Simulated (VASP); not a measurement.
# WC (Fm-3m) in VASP: notebook

The runs below take WC through single point, with LDA.

Program: VASP 6.6.1. These are calculated values, not measurements. Logs are shortened: lines on timing, memory, paths and dates and some standing lists are left out, and cuts for length are marked.

## (1) The cell of the first run

It takes space group Fm-3m (No. 225, cubic). The conventional cell has a = 4.385 Å, b = 4.385 Å, c = 4.385 Å, α = 90.00°, β = 90.00°, γ = 90.00°. W (site symmetry m-3m) has 6 C at 2.19 Å within 2.9 Å. Within 2.9 Å of C (site symmetry m-3m) lie 6 W at 2.19 Å.

## (2) Single point, LDA

File INCAR:

```
SYSTEM = WC
PREC = Accurate ; ENCUT = 600
EDIFF = 1E-6 ; ISMEAR = -1
SIGMA = 0.1 ; LREAL = .False.
LASPH = .True. ; NELM = 120
ALGO = Normal ; ISIF = 2
LWAVE = .False. ; LCHARG = .False.
NBANDS = 16 ; GGA_COMPAT = .False.
```

File KPOINTS:

```
Automatic mesh
0
Gamma
  4 4 4
  0 0 0
```

File POSCAR:

```
WC
1.0
    0.0000000000      2.1926840000      2.1926840000
    2.1926840000      0.0000000000      2.1926840000
    2.1926840000      2.1926840000      0.0000000000
W C
1 1
Direct
    0.0000000000      0.0000000000      0.0000000000
    0.5000000000      0.5000000000      0.5000000000
```

Potentials or basis: VASP PAW LDA potentials, release 64 (W_sv, C).

Started as:

```console
$ cat potpaw_LDA.64/W_sv/POTCAR potpaw_LDA.64/C/POTCAR > POTCAR
$ mpirun -np 1 vasp_std > vasp.out
```

OUTCAR:

```text
SYSTEM = WC
   PREC = Accurate
   ENCUT = 600
   EDIFF = 1E-6
   ISMEAR = -1
   LREAL = .False.
   LASPH = .True.
   NELM = 120
   ISIF = 2

 ion  position               nearest neighbor table
   1  0.000  0.000  0.000-   2 2.19   2 2.19   2 2.19   2 2.19   2 2.19   2 2.19
   2  0.500  0.500  0.500-   1 2.19   1 2.19   1 2.19   1 2.19   1 2.19   1 2.19

  LATTYP: Found a face centered cubic cell.
 ALAT       =     4.3853680000

  Lattice vectors:

 A1 = (   0.0000000000,   2.1926840000,   2.1926840000)
 A2 = (   2.1926840000,   0.0000000000,   2.1926840000)
 A3 = (   2.1926840000,   2.1926840000,   0.0000000000)

Analysis of symmetry for initial positions (statically):
=====================================================================
 Subroutine PRICEL returns:
 Original cell was already a primitive cell.

 Routine SETGRP: Setting up the symmetry group for a
 face centered cubic supercell.

 Subroutine GETGRP returns: Found 48 space group operations
 (whereof 48 operations were pure point group operations)
 out of a pool of 48 trial point group operations.

The static configuration has the point symmetry O_h .

Analysis of symmetry for dynamics (positions and initial velocities):
=====================================================================
 Subroutine PRICEL returns:
 Original cell was already a primitive cell.

 Routine SETGRP: Setting up the symmetry group for a
 face centered cubic supercell.

 Subroutine GETGRP returns: Found 48 space group operations
 (whereof 48 operations were pure point group operations)
 out of a pool of 48 trial point group operations.

The dynamic configuration has the point symmetry O_h .

 Subroutine INISYM returns: Found 48 space group operations
 (whereof 48 operations are pure point group operations),
 and found     1 'primitive' translations

----------------------------------------------------------------------------------------

                                     Primitive cell

  volume of cell :      21.0842

  direct lattice vectors                    reciprocal lattice vectors
     0.000000000  2.192684000  2.192684000    -0.228031034  0.228031034  0.228031034
     2.192684000  0.000000000  2.192684000     0.228031034 -0.228031034  0.228031034
     2.192684000  2.192684000  0.000000000     0.228031034  0.228031034 -0.228031034

  length of vectors
     3.100923451  3.100923451  3.100923451     0.394961337  0.394961337  0.394961337

  position of ions in fractional coordinates (direct lattice)
     0.000000000  0.000000000  0.000000000
     0.500000000  0.500000000  0.500000000

  ion indices of the primitive-cell ions
   primitive index   ion index
                 1           1
                 2           2

----------------------------------------------------------------------------------------

 KPOINTS: Automatic mesh

Automatic generation of k-mesh.
 Grid dimensions read from file:
 generate k-points for:    4    4    4

 Generating k-lattice:

  Cartesian coordinates                     Fractional coordinates (reciprocal lattice)
    -0.057007759  0.057007759  0.057007759     0.250000000  0.000000000  0.000000000
     0.057007759 -0.057007759  0.057007759     0.000000000  0.250000000  0.000000000
     0.057007759  0.057007759 -0.057007759     0.000000000  0.000000000  0.250000000

  Length of vectors
     0.098740334  0.098740334  0.098740334

  Shift w.r.t. Gamma in fractional coordinates (k-lattice)
     0.000000000  0.000000000  0.000000000

 Subroutine IBZKPT returns following result:
 ===========================================

 Found      8 irreducible k-points:

 Following reciprocal coordinates:
            Coordinates               Weight
  0.000000  0.000000  0.000000      1.000000
  0.250000  0.000000  0.000000      8.000000
  0.500000  0.000000  0.000000      4.000000
  0.250000  0.250000  0.000000      6.000000
  0.500000  0.250000  0.000000     24.000000
 -0.250000  0.250000  0.000000     12.000000
  0.500000  0.500000  0.000000      3.000000
 -0.250000  0.500000  0.250000      6.000000
   k-points           NKPTS =      8   k-points in BZ     NKDIM =      8   number of bands    NBANDS=     16
   number of dos      NEDOS =    301   number of ions     NIONS =      2
   total plane-waves  NPLWV =  21952
   dimension x,y,z NGX =    28 NGY =   28 NGZ =   28
   dimension x,y,z NGXF=    56 NGYF=   56 NGZF=   56
   ions per type =               1   1
   NGX,Y,Z   is equivalent  to a cutoff of  15.01, 15.01, 15.01 a.u.
   NGXF,Y,Z  is equivalent  to a cutoff of  30.02, 30.02, 30.02 a.u.
 SYSTEM =  WC
   PREC   = accura    normal or accurate (medium, high low for compatibility)
   ISTART =      0    job   : 0-new  1-cont  2-samecut
   ICHARG =      2    charge: 1-file 2-atom 10-const
   ISPIN  =      1    spin polarized calculation?
   LNONCOLLINEAR =      F non collinear calculations
   LSORBIT =      F    spin-orbit coupling
   LASPH  =      T    aspherical Exc in radial PAW
   ENCUT  =  600.0 eV  44.10 Ry    6.64 a.u.   6.19  6.19  6.19*2*pi/ulx,y,z
   NELM   =    120;   NELMIN=  2; NELMDL= -5     # of ELM steps
   EDIFF  = 0.1E-05   stopping-criterion for ELM
   LREAL  =      F    real-space projection
   EDIFFG = 0.1E-04   stopping-criterion for IOM
   NSW    =      0    number of steps for IOM
   IBRION =     -1    ionic relax: 0-MD 1-quasi-New 2-CG
   NFREE  =      0    steps in history (QN), initial steepest desc. (CG)
   ISIF   =      2    stress and relaxation
   ISYM   =      2    0-nonsym 1-usesym 2-fastsym
   POTIM  = 0.5000    time-step for ionic-motion
   TEBEG  =    0.0;   TEEND  =   0.0 temperature during run
   PSTRESS=    0.0 pullay stress
   NELECT =      18.0000    total number of electrons
   NUPDOWN=      -1.0000    fix difference up-down
   EMIN   =  10.00;   EMAX   =-10.00  energy-range for DOS
   EFERMI =   0.00;   METHOD = LEGACY
   ISMEAR =    -1;   SIGMA  =   0.10  broadening in eV -4-tet -1-fermi 0-gaus
   EFERMI_NEDOS =   21; number of points for ismear=-14 and -15
   IALGO  =     38    algorithm
   IMIX   =      4    mixing-type and parameters
     AMIX     =   0.40;   BMIX     =  1.00
     AMIX_MAG =   1.60;   BMIX_MAG =  1.00
  volume/ion in A,a.u.               =      10.54        71.14
  Fermi-wavevector in a.u.,A,eV,Ry     =   1.553029  2.934800 32.815887  2.411900
  Thomas-Fermi vector in A             =   2.657319
   LORBIT       =      0    0 simple, 1 ext, 2 COOP (PROOUT), +10 PAW based schemes
   GGA     = CA    functional components
   LHFCALC =     F    Hartree Fock is set to
   AEXX    =    0.0000 exact exchange contribution
   IVDW    =     0    specifies the selected vdW correction
   LEPSILON=     F    determine dielectric tensor
   LRPA    =     F    only Hartree local field effects (RPA)
 non-spin polarized calculation
  energy-cutoff  :      600.00
  volume of cell :       21.08
 maximum number of plane-waves:       725
 NGX is ok and might be reduce to    28
   NGX = 13   NGY = 13   NGZ = 13

 number of electron      18.0000001 magnetization

 Free energy of the ion-electron system (eV)
  ---------------------------------------------------
  ext. energy  EPLUGINS =         0.00000000
  ---------------------------------------------------
  free energy    TOTEN  =       -23.91330473 eV

  energy without entropy =      -23.88264319  energy(sigma->0) =      -23.89797396

 E-fermi :  11.9445     XC(G=0): -13.8947

 val. band max:       11.8297950160   @ k =  -0.2500   0.2500   0.0000
 cond. band min:      12.1373610017   @ k =   0.2500   0.2500   0.0000
 fundamental gap:      0.3075659858
 Fermi energy:        11.9444800971

 k-point     1 :       0.0000    0.0000    0.0000
  band No.  band energies     occupation
      1     -62.6529      2.00000
      2     -26.9061      2.00000
      3     -26.9061      2.00000
      4     -26.9061      2.00000
      5      -3.3484      2.00000
      6       9.5373      2.00000
[... 8 lines left out ...]
     15      22.0262      0.00000
     16      35.6488      0.00000

 k-point     2 :       0.2500    0.0000    0.0000
  band No.  band energies     occupation
      1     -62.6338      2.00000
      2     -27.2118      2.00000
      3     -26.9395      2.00000
      4     -26.9395      2.00000
      5      -1.7249      2.00000
      6       6.1321      2.00000
[... 8 lines left out ...]
     15      24.5609      0.00000
     16      29.4048      0.00000

 k-point     3 :       0.5000    0.0000    0.0000
  band No.  band energies     occupation
      1     -62.6147      2.00000
      2     -27.5031      2.00000
      3     -26.9726      2.00000
      4     -26.9726      2.00000
      5       1.3134      2.00000
      6       2.5415      2.00000
[... 8 lines left out ...]
     15      24.1314      0.00000
     16      24.1314      0.00000

 k-point     4 :       0.2500    0.2500    0.0000
  band No.  band energies     occupation
      1     -62.6274      2.00000
      2     -27.1862      2.00000
      3     -27.0131      2.00000
      4     -27.0131      2.00000
      5      -1.5677      2.00000
      6       5.3415      2.00000
[... 8 lines left out ...]
     15      26.4613      0.00000
     16      26.7960      0.00000

 k-point     5 :       0.5000    0.2500    0.0000
  band No.  band energies     occupation
      1     -62.6083      2.00000
      2     -27.3923      2.00000
      3     -27.1323      2.00000
      4     -27.0464      2.00000
      5      -0.1529      2.00000
      6       4.6153      2.00000
[... 8 lines left out ...]
     15      23.0304      0.00000
     16      26.7221      0.00000

 k-point     6 :      -0.2500    0.2500    0.0000
  band No.  band energies     occupation
      1     -62.6147      2.00000
      2     -27.3319      2.00000
      3     -27.1491      2.00000
      4     -26.9733      2.00000
      5       0.0112      2.00000
      6       4.1382      2.00000
[... 8 lines left out ...]
     15      24.6146      0.00000
     16      25.2947      0.00000

 k-point     7 :       0.5000    0.5000    0.0000
  band No.  band energies     occupation
      1     -62.6019      2.00000
      2     -27.4436      2.00000
      3     -27.1191      2.00000
      4     -27.1191      2.00000
      5      -1.1359      2.00000
      6       6.5352      2.00000
[... 8 lines left out ...]
     15      24.0527      0.00000
     16      30.0930      0.00000

 k-point     8 :      -0.2500    0.5000    0.2500
  band No.  band energies     occupation
      1     -62.6019      2.00000
      2     -27.2831      2.00000
      3     -27.2831      2.00000
      4     -27.1253      2.00000
      5      -0.2109      2.00000
      6       5.9961      2.00000
[... 8 lines left out ...]
     15      25.1008      0.00000
     16      25.1008      0.00000

------------------------ aborting loop because EDIFF is reached ----------------------------------------

  FORCE on cell =-STRESS in cart. coord.  units (eV):
  Direction    XX          YY          ZZ          XY          YZ          ZX
  --------------------------------------------------------------------------------------
  -------------------------------------------------------------------------------------
  Total       -1.9910127     -1.9910127     -1.9910127      0.0000000     -0.0000000     -0.0000000
  in kB     -151.2956597   -151.2956597   -151.2956597      0.0000000     -0.0000000     -0.0000000
  external PRESSURE =    -151.2956597 kB  Pullay stress =       0.0000000 kB

 VOLUME and BASIS-vectors are now :
 -----------------------------------------------------------------------------
  energy-cutoff  :      600.00
  volume of cell :       21.08
      direct lattice vectors                 reciprocal lattice vectors
     0.000000000  2.192684000  2.192684000    -0.228031034  0.228031034  0.228031034
     2.192684000  0.000000000  2.192684000     0.228031034 -0.228031034  0.228031034
     2.192684000  2.192684000  0.000000000     0.228031034  0.228031034 -0.228031034

 POSITION                                       TOTAL-FORCE (eV/Angst)
 -----------------------------------------------------------------------------------
      0.00000      0.00000      0.00000        -0.000000     -0.000000      0.000000
      2.19268      2.19268      2.19268         0.000000      0.000000     -0.000000
 -----------------------------------------------------------------------------------
    total drift:                               -0.000000      0.000000      0.000000

  FREE ENERGIE OF THE ION-ELECTRON SYSTEM (eV)
  ---------------------------------------------------
  free  energy   TOTEN  =       -23.9133047254 eV

  energy  without entropy=      -23.8826431920  energy(sigma->0) =      -23.89797396
```

Run time: 5 s. Hardware: 1 thread of Intel Xeon Platinum 8259CL at 2.50GHz (Skylake/Cascade Lake), shared host; peak memory 0.14 GiB.

Results:

* Free energy: -23.9133 eV
* Pressure: -15.1 GPa
* Band gap on the k mesh: zero (band 9 reaches 13.32 eV, above the bottom of band 10 at 11.22 eV)

Caveat: the k points lie up to 0.62 Å⁻¹ apart; spin-orbit coupling is left out, which moves the levels of the heavy elements.

## (3) Single point, LDA

File INCAR:

```
SYSTEM = WC
PREC = Accurate
ENCUT = 600
EDIFF = 1E-6
ISMEAR = -1
SIGMA = 0.1
LREAL = .FALSE.
LASPH = .TRUE.
NELM = 120
ALGO = Normal
ISIF = 2
LWAVE = .FALSE.
LCHARG = .TRUE.
LELF = .TRUE.
LVHAR = .TRUE.
NBANDS = 16
GGA_COMPAT = .FALSE.
```

File KPOINTS:

```
regular mesh
0
G
  5 5 5
  0 0 0
```

POSCAR is that of step 2.

Potentials or basis: VASP PAW LDA potentials, release 64 (W_sv, C).

Started as:

```console
$ cat potpaw_LDA.64/W_sv/POTCAR potpaw_LDA.64/C/POTCAR > POTCAR
$ mpirun -np 1 vasp_std > vasp.out
```

Wall time 6 s (1 thread of Intel Xeon Platinum 8259CL at 2.50GHz (Skylake/Cascade Lake), shared host); peak memory 0.14 GiB.

The run converged. Its results:

- Free energy: -23.8311 eV
- Pressure: -14.4 GPa
- Band gap on the k mesh: zero (band 9 reaches 12.77 eV, above the bottom of band 10 at 10.70 eV)

Levels at points of the mesh, in eV from the Fermi level:
```csv
k point,band 6,band 7,band 8,band 9,band 10,band 11,band 12,band 13
"(0.00, 0.00, 0.00)",-2.98,-2.98,-2.98,-1.20,-1.20,-1.15,-1.15,-1.15
```

Caveat: the k points lie up to 0.50 Å⁻¹ apart; spin-orbit coupling is left out, which moves the levels of the heavy elements.

## (4) Single point, LDA

File INCAR:

```
PREC = Accurate
ENCUT = 600
EDIFF = 1E-6
ISMEAR = -1
SIGMA = 0.1
LREAL = F
LASPH = T
NELM = 120
ALGO = Normal
ISIF = 2
LWAVE = F
LCHARG = T
LELF = T
LVHAR = T
NBANDS = 16
GGA_COMPAT = F
```

File KPOINTS:

```
Automatic mesh
0
Gamma
  5 5 5
```

POSCAR is that of step 3.

Started as:

```console
$ cat potpaw_LDA.64/W_sv/POTCAR potpaw_LDA.64/C/POTCAR > POTCAR
$ mpirun -np 1 vasp_std > vasp.out
```

It took 6.1 s on 1 thread of Intel Xeon Platinum 8259CL at 2.50GHz (Skylake/Cascade Lake), shared host; peak memory 0.14 GiB.

The run converged. Its results:

* Free energy: -23.8311 eV
* Pressure: -14.4 GPa
* Band gap on the k mesh: zero (band 9 reaches 12.77 eV, above the bottom of band 10 at 10.70 eV)

Levels at points of the mesh, in eV from the Fermi level:
| k point | band 7 | band 8 | band 9 | band 10 | band 11 | band 12 |
| --- | --- | --- | --- | --- | --- | --- |
| (0.00, 0.00, 0.00) | -2.98 | -2.98 | -1.20 | -1.20 | -1.15 | -1.15 |

Caveat: the k points lie up to 0.50 Å⁻¹ apart; spin-orbit coupling is left out, which moves the levels of the heavy elements.

## (5) Single point, LDA

File INCAR:

```
SYSTEM = WC
PREC = Accurate
ENCUT = 600
EDIFF = 1E-6
ISMEAR = -1
SIGMA = 0.1
LREAL = .False.
LASPH = .True.
NELM = 120
ALGO = Normal
ISIF = 2
LWAVE = .False.
LCHARG = .True.
LELF = .True.
LVHAR = .True.
NBANDS = 16
GGA_COMPAT = .False.
```

File KPOINTS:

```
regular mesh
0
Gamma
  7 7 7
  0 0 0
```

POSCAR is that of step 4.

Started as:

```console
$ cat potpaw_LDA.64/W_sv/POTCAR potpaw_LDA.64/C/POTCAR > POTCAR
$ mpirun -np 1 vasp_std > vasp.out
```

It took 9.6 s on 1 thread of Intel Xeon Platinum 8259CL at 2.50GHz (Skylake/Cascade Lake), shared host; peak memory 0.15 GiB.

Results (log left out):

| Item | Value |
| --- | --- |
| Free energy | -23.8126 eV |
| Pressure | -14.0 GPa |
| Band gap on the k mesh | zero (band 9 reaches 13.04 eV, above the bottom of band 10 at 10.30 eV) |

Levels at points of the mesh, in eV from the Fermi level:
| k point | band 5 | band 6 | band 7 | band 8 | band 9 | band 10 | band 11 | band 12 | band 13 | band 14 |
| --- | --- | --- | --- | --- | --- | --- | --- | --- | --- | --- |
| (0.00, 0.00, 0.00) | -15.43 | -2.57 | -2.57 | -2.57 | -0.84 | -0.84 | -0.84 | -0.80 | -0.80 | 6.86 |

Caveat: spin-orbit coupling is left out, which moves the levels of the heavy elements.

(Continued in part 2 of 2.)
